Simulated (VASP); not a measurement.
Input of a VASP 6.6.1 run:

The input INCAR:

```
PREC = Accurate
ENCUT = 520
EDIFF = 1E-7
ISMEAR = -1
SIGMA = 0.1
LREAL = False
LASPH = True
NELM = 80
ALGO = Normal
ISIF = 2
LWAVE = False
LCHARG = True
GGA = PE
LELF = True
LVHAR = True
NBANDS = 16
```

The input KPOINTS:

```
regular mesh
0
Gamma
  13 13 13
```

The input POSCAR:

```
ZnSe
1.0
    0.0000000000      2.3128063018      2.3128063018
    2.3128063018      0.0000000000      2.3128063018
    2.3128063018      2.3128063018      0.0000000000
Zn Se
1 1
Direct
    0.0000000000      0.0000000000      0.0000000000
    0.5000000000      0.5000000000      0.5000000000
```

Potentials or basis: VASP PAW PBE potentials, release 64 (Zn, Se).

Run with:

```bash
$ cat potpaw_PBE.64/Zn/POTCAR potpaw_PBE.64/Se/POTCAR > POTCAR
$ mpirun -np 1 vasp_std > vasp.out
```

Q: What does it give for the pressure?

A: 89.2 GPa.

Q: Predict the band gap on the k mesh.

A: Zero (band 9 reaches 8.72 eV, above the bottom of band 10 at 7.39 eV).
